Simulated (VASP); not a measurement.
# SbAuBr4 (P1) in VASP: single point with PBEsol

Aim: the single point of SbAuBr4 with PBEsol.

All numbers are computed with VASP 6.6.1; they aren't measurements. Logs are shortened: lines on timing, memory, paths and dates and some standing lists are left out, and cuts for length are marked.

## (1) The cell of the first run

The typed cell holds 6 atoms: a = 8.241 Å, b = 7.149 Å, c = 8.565 Å, α = 107.10°, β = 119.01°, γ = 29.17°.

## (2) Single point, PBEsol

INCAR reads:

```
SYSTEM = SbAuBr4
ALGO     = Normal         ! electronic algorithm
EDIFF    = 1E-7           ! SCF threshold, eV
ENCUT    = 520            ! plane-wave cutoff, eV
GGA      = PS             ! functional
ISIF     = 2              ! what is computed and relaxed
ISMEAR   = -1             ! smearing method
LASPH    = .True.         ! aspherical terms in the spheres
LCHARG   = .True.         ! write CHGCAR
LELF     = .True.         ! ELF
LREAL    = .False.        ! projectors in reciprocal space
LVHAR    = .True.       
LWAVE    = .False.        ! write WAVECAR
NBANDS   = 31             ! bands
NELM     = 80             ! most SCF steps
PREC     = Accurate       ! precision mode
SIGMA    = 0.05           ! smearing width, eV
```

KPOINTS reads:

```
k-points
0
Gamma
  4 4 4
  0 0 0
```

POSCAR reads:

```
SbAuBr4
1.0
    7.6399264911     -3.0637764218     -0.4075207531
    7.0863382766      0.8130344090      0.4861743340
   -3.2904760881      1.9478818657      7.6637130912
Sb Au Br
1 1 4
Direct
    0.5003714305      0.4972618162      0.4988710609
    0.0003886031     -0.0027798487     -0.0010432582
    0.2846942852      0.9781437299      0.2917039177
    0.2269451609      0.0040805960      0.7293385175
    0.7163621484      0.0161596052      0.7061108779
    0.7730918702      0.9910133715      0.2682130064
```

Potentials or basis: VASP PAW PBE potentials, release 64 (Sb, Au, Br).

Launch:

```console
$ cat potpaw_PBE.64/Sb/POTCAR potpaw_PBE.64/Au/POTCAR potpaw_PBE.64/Br/POTCAR > POTCAR
$ mpirun -np 1 vasp_std > vasp.out
```

OUTCAR:

```text
SYSTEM = SbAuBr4
   EDIFF = 1E-7
   ENCUT = 520
   GGA = PS
   ISIF = 2
   ISMEAR = -1
   LASPH = .True.
   LREAL = .False.
   NELM = 80
   PREC = Accurate

 ion  position               nearest neighbor table
   1  0.500  0.497  0.499-   4 2.82   6 2.82   4 2.82   6 2.82   5 2.83   3 2.83
   2  0.000  0.997  0.999-   3 2.40   5 2.40
   3  0.285  0.978  0.292-   2 2.40   1 2.83
   4  0.227  0.004  0.729-   1 2.82   1 2.82
   5  0.716  0.016  0.706-   2 2.40   1 2.83
   6  0.773  0.991  0.268-   1 2.82   1 2.82

  LATTYP: Found a triclinic cell.
 ALAT       =     7.1493762388
 B/A-ratio  =     1.0564248459
 C/A-ratio  =     0.5618415016
 COS(alpha) =     0.0028791496
 COS(beta)  =     0.0117154499
 COS(gamma) =     0.3272621641

  Lattice vectors:

 A1 = (  -7.0863382766,  -0.8130344090,  -0.4861743340)
 A2 = (  -2.7368878736,  -1.9289289651,   6.7700180041)
 A3 = (  -0.5535882145,   3.8768108308,   0.8936950871)

Analysis of symmetry for initial positions (statically):
=====================================================================
 Subroutine PRICEL returns:
 Original cell was already a primitive cell.

 Routine SETGRP: Setting up the symmetry group for a
 triclinic supercell.

 Subroutine GETGRP returns: Found  1 space group operations
 (whereof  1 operations were pure point group operations)
 out of a pool of  2 trial point group operations.

The static configuration has the point symmetry C_1 .

Analysis of symmetry for dynamics (positions and initial velocities):
=====================================================================
 Subroutine PRICEL returns:
 Original cell was already a primitive cell.

 Routine SETGRP: Setting up the symmetry group for a
 triclinic supercell.

 Subroutine GETGRP returns: Found  1 space group operations
 (whereof  1 operations were pure point group operations)
 out of a pool of  2 trial point group operations.

The dynamic configuration has the point symmetry C_1 .

 Subroutine INISYM returns: Found  1 space group operations
 (whereof  1 operations are pure point group operations),
 and found     1 'primitive' translations

----------------------------------------------------------------------------------------

                                     Primitive cell

  volume of cell :     204.9407

  direct lattice vectors                    reciprocal lattice vectors
     7.639926491 -3.063776422 -0.407520753     0.025782352 -0.272798027  0.080406786
     7.086338277  0.813034409  0.486174334     0.110695949  0.279150397 -0.023423322
    -3.290476088  1.947881866  7.663713091    -0.005651397 -0.032215013  0.136246652

  length of vectors
     8.241436520  7.149376239  8.564693514     0.285567407  0.301209543  0.140117435

  position of ions in fractional coordinates (direct lattice)
     0.500371431  0.497261816  0.498871061
     0.000388603  0.997220151  0.998956742
     0.284694285  0.978143730  0.291703918
     0.226945161  0.004080596  0.729338517
     0.716362148  0.016159605  0.706110878
     0.773091870  0.991013372  0.268213006

  ion indices of the primitive-cell ions
   primitive index   ion index
                 1           1
                 2           2
                 3           3
                 4           4
                 5           5
                 6           6

----------------------------------------------------------------------------------------

 KPOINTS: k-points

Automatic generation of k-mesh.
 Grid dimensions read from file:
 generate k-points for:    4    4    4

 Generating k-lattice:

  Cartesian coordinates                     Fractional coordinates (reciprocal lattice)
     0.006445588 -0.068199507  0.020101697     0.250000000  0.000000000  0.000000000
     0.027673987  0.069787599 -0.005855831    -0.000000000  0.250000000  0.000000000
    -0.001412849 -0.008053753  0.034061663     0.000000000  0.000000000  0.250000000

  Length of vectors
     0.071391852  0.075302386  0.035029359

  Shift w.r.t. Gamma in fractional coordinates (k-lattice)
     0.000000000  0.000000000  0.000000000

 Subroutine IBZKPT returns following result:
 ===========================================

 Found     36 irreducible k-points:

 Following reciprocal coordinates:
            Coordinates               Weight
  0.000000  0.000000  0.000000      1.000000
  0.250000 -0.000000 -0.000000      2.000000
  0.500000 -0.000000 -0.000000      1.000000
  0.000000  0.250000  0.000000      2.000000
  0.250000  0.250000 -0.000000      2.000000
  0.500000  0.250000 -0.000000      2.000000
[... 16 lines left out ...]
 -0.000000 -0.250000  0.250000      2.000000
  0.250000 -0.250000  0.250000      2.000000
 [... further k-points ...]
   k-points           NKPTS =     36   k-points in BZ     NKDIM =     36   number of bands    NBANDS=     31
   number of dos      NEDOS =    301   number of ions     NIONS =      6
   total plane-waves  NPLWV = 221184
   dimension x,y,z NGX =    64 NGY =   54 NGZ =   64
   dimension x,y,z NGXF=   128 NGYF=  108 NGZF=  128
   ions per type =               1   1   4
   NGX,Y,Z   is equivalent  to a cutoff of  12.91, 12.56, 12.42 a.u.
   NGXF,Y,Z  is equivalent  to a cutoff of  25.82, 25.11, 24.85 a.u.
 SYSTEM =  SbAuBr4
   PREC   = accura    normal or accurate (medium, high low for compatibility)
   ISTART =      0    job   : 0-new  1-cont  2-samecut
   ICHARG =      2    charge: 1-file 2-atom 10-const
   ISPIN  =      1    spin polarized calculation?
   LNONCOLLINEAR =      F non collinear calculations
   LSORBIT =      F    spin-orbit coupling
   LASPH  =      T    aspherical Exc in radial PAW
   ENCUT  =  520.0 eV  38.22 Ry    6.18 a.u.  15.32 13.29 15.92*2*pi/ulx,y,z
   NELM   =     80;   NELMIN=  2; NELMDL= -5     # of ELM steps
   EDIFF  = 0.1E-06   stopping-criterion for ELM
   LREAL  =      F    real-space projection
   EDIFFG = 0.1E-05   stopping-criterion for IOM
   NSW    =      0    number of steps for IOM
   IBRION =     -1    ionic relax: 0-MD 1-quasi-New 2-CG
   NFREE  =      0    steps in history (QN), initial steepest desc. (CG)
   ISIF   =      2    stress and relaxation
   ISYM   =      2    0-nonsym 1-usesym 2-fastsym
   POTIM  = 0.5000    time-step for ionic-motion
   TEBEG  =    0.0;   TEEND  =   0.0 temperature during run
   PSTRESS=    0.0 pullay stress
   NELECT =      44.0000    total number of electrons
   NUPDOWN=      -1.0000    fix difference up-down
   EMIN   =  10.00;   EMAX   =-10.00  energy-range for DOS
   EFERMI =   0.00;   METHOD = LEGACY
   ISMEAR =    -1;   SIGMA  =   0.05  broadening in eV -4-tet -1-fermi 0-gaus
   EFERMI_NEDOS =   21; number of points for ismear=-14 and -15
   IALGO  =     38    algorithm
   IMIX   =      4    mixing-type and parameters
     AMIX     =   0.40;   BMIX     =  1.00
     AMIX_MAG =   1.60;   BMIX_MAG =  1.00
  volume/ion in A,a.u.               =      34.16       230.50
  Fermi-wavevector in a.u.,A,eV,Ry     =   0.980279  1.852459 13.074475  0.960947
  Thomas-Fermi vector in A             =   2.111197
   LORBIT       =      0    0 simple, 1 ext, 2 COOP (PROOUT), +10 PAW based schemes
   GGA     = PS    functional components
   LHFCALC =     F    Hartree Fock is set to
   AEXX    =    0.0000 exact exchange contribution
   IVDW    =     0    specifies the selected vdW correction
   LEPSILON=     F    determine dielectric tensor
   LRPA    =     F    only Hartree local field effects (RPA)
 non-spin polarized calculation
  energy-cutoff  :      520.00
  volume of cell :      204.94
 maximum number of plane-waves:      5548
 NGX is ok and might be reduce to    64
   NGX = 31   NGY = 27   NGZ = 31

 number of electron      44.0000000 magnetization

 Free energy of the ion-electron system (eV)
  ---------------------------------------------------
  ext. energy  EPLUGINS =         0.00000000
  ---------------------------------------------------
  free energy    TOTEN  =       -18.11401738 eV

  energy without entropy =      -18.11401737  energy(sigma->0) =      -18.11401737

 E-fermi :   1.6239     XC(G=0):  -8.1385

 val. band max:        0.8189346136   @ k =   0.5000  -0.0000   0.5000
 cond. band min:       2.3965068275   @ k =   0.5000   0.5000  -0.0000
 fundamental gap:      1.5775722139
 Fermi energy:         1.6239445061

 k-point     1 :       0.0000    0.0000    0.0000
  band No.  band energies     occupation
      1     -14.1184      2.00000
      2     -13.4508      2.00000
      3     -13.4456      2.00000
      4     -13.4251      2.00000
      5      -7.7890      2.00000
      6      -4.4086      2.00000
[... 23 lines left out ...]
     30       8.3241      0.00000
     31       8.7344      0.00000

 k-point     2 :       0.2500   -0.0000   -0.0000
  band No.  band energies     occupation
      1     -13.8861      2.00000
      2     -13.5315      2.00000
      3     -13.3404      2.00000
      4     -13.3255      2.00000
      5      -7.9664      2.00000
      6      -4.2223      2.00000
[... 23 lines left out ...]
     30       8.3408      0.00000
     31       8.4404      0.00000

 k-point     3 :       0.5000   -0.0000   -0.0000
  band No.  band energies     occupation
      1     -13.5894      2.00000
      2     -13.4715      2.00000
      3     -13.4166      2.00000
      4     -13.2195      2.00000
      5      -8.2420      2.00000
      6      -4.2136      2.00000
[... 23 lines left out ...]
     30       8.7818      0.00000
     31       9.0795      0.00000

 k-point     4 :       0.0000    0.2500    0.0000
  band No.  band energies     occupation
      1     -13.8765      2.00000
      2     -13.5500      2.00000
      3     -13.3358      2.00000
      4     -13.3212      2.00000
      5      -7.9644      2.00000
      6      -4.3693      2.00000
[... 635 lines left out ...]
     30       8.0561      0.00000
     31       8.4099      0.00000

 k-point    23 :      -0.0000   -0.2500    0.2500
  band No.  band energies     occupation
      1     -13.7858      2.00000
      2     -13.6620      2.00000
      3     -13.3471      2.00000
      4     -13.2977      2.00000
      5      -7.9430      2.00000
      6      -4.2735      2.00000
[... 23 lines left out ...]
     30       8.1746      0.00000
     31       8.3371      0.00000

 k-point    24 :       0.2500   -0.2500    0.2500
  band No.  band energies     occupation
      1     -13.6138      2.00000
      2     -13.4442      2.00000
      3     -13.4160      2.00000
      4     -13.2199      2.00000
      5      -8.2676      2.00000
      6      -4.1092      2.00000
[... 23 lines left out ...]
     30       8.7844      0.00000
     31       8.7941      0.00000

 [... further k-points ...]

------------------------ aborting loop because EDIFF is reached ----------------------------------------

  FORCE on cell =-STRESS in cart. coord.  units (eV):
  Direction    XX          YY          ZZ          XY          YZ          ZX
  --------------------------------------------------------------------------------------
  -------------------------------------------------------------------------------------
  Total       -0.0626470     -0.0310010     -0.0439275      0.0023608      0.0020095      0.0012584
  in kB       -0.4897595     -0.2423581     -0.3434149      0.0184562      0.0157097      0.0098378
  external PRESSURE =      -0.3585108 kB  Pullay stress =       0.0000000 kB

 VOLUME and BASIS-vectors are now :
 -----------------------------------------------------------------------------
  energy-cutoff  :      520.00
  volume of cell :      204.94
      direct lattice vectors                 reciprocal lattice vectors
     7.639926491 -3.063776422 -0.407520753     0.025782352 -0.272798027  0.080406786
     7.086338277  0.813034409  0.486174334     0.110695949  0.279150397 -0.023423322
    -3.290476088  1.947881866  7.663713091    -0.005651397 -0.032215013  0.136246652

 POSITION                                       TOTAL-FORCE (eV/Angst)
 -----------------------------------------------------------------------------------
      5.70504     -0.15699      3.86105        -0.002054      0.000916     -0.004874
      3.78256      2.75543      8.14038         0.000813     -0.000363     -0.000735
      8.14666      0.49123      2.59506        -0.004459     -0.000382      0.000092
     -0.63711      0.72867      5.49894        -0.001596     -0.000659     -0.001141
      3.26403     -0.80621      5.12736         0.003196      0.001182      0.000506
     12.04647     -1.04041      2.22226         0.004101     -0.000694      0.006152
 -----------------------------------------------------------------------------------
    total drift:                                0.000016     -0.000068      0.000255

  FREE ENERGIE OF THE ION-ELECTRON SYSTEM (eV)
  ---------------------------------------------------
  free  energy   TOTEN  =       -18.1140173822 eV

  energy  without entropy=      -18.1140173654  energy(sigma->0) =      -18.11401737
```

Wall time 14 min (1 thread of Intel Xeon 8259CL, shared host); peak memory 0.64 GiB.

What came out:

* Free energy: -18.1140 eV
* Pressure: 0.0 GPa
* Largest force: 0.007 eV/Å
* Band gap on the k mesh: 1.58 eV (least direct gap 1.70 eV)

Forces on the atoms (eV/Å):
```
Sb  -0.002  0.001 -0.005
Au   0.001  0.000 -0.001
Br  -0.004  0.000  0.000
Br  -0.002 -0.001 -0.001
Br   0.003  0.001  0.001
Br   0.004 -0.001  0.006
```

Levels at points of the mesh, in eV from the valence-band top:
| k point | band 19 | band 20 | band 21 | band 22 | band 23 | band 24 | band 25 | band 26 |
| --- | --- | --- | --- | --- | --- | --- | --- | --- |
| (0.00, 0.00, 0.00) | -1.09 | -0.58 | -0.31 | -0.12 | 1.67 | 2.65 | 2.84 | 2.98 |
| (0.50, 0.00, 0.00) | -1.20 | -0.78 | -0.64 | -0.47 | 2.96 | 3.39 | 3.41 | 4.69 |
| (0.00, 0.50, 0.00) | -1.18 | -1.01 | -0.70 | -0.55 | 2.69 | 2.91 | 3.31 | 4.23 |
| (0.50, 0.50, 0.00) | -1.07 | -0.41 | -0.20 | -0.12 | 1.58 | 2.93 | 3.03 | 4.12 |
| (0.00, 0.00, 0.50) | -1.14 | -0.75 | -0.49 | -0.18 | 1.91 | 2.92 | 3.09 | 4.41 |
| (0.50, 0.00, 0.50) | -1.11 | -0.70 | -0.68 | 0.00 | 2.97 | 3.13 | 3.57 | 4.01 |
| (0.00, 0.50, 0.50) | -1.21 | -0.58 | -0.49 | -0.41 | 2.60 | 3.33 | 3.53 | 4.90 |
| (0.50, 0.50, 0.50) | -1.24 | -0.91 | -0.59 | -0.14 | 2.15 | 2.97 | 3.31 | 3.56 |

Caveat: the PAW data sets were made with another functional, which shifts forces and pressure a little; spin-orbit coupling is left out, which moves the levels of the heavy elements.
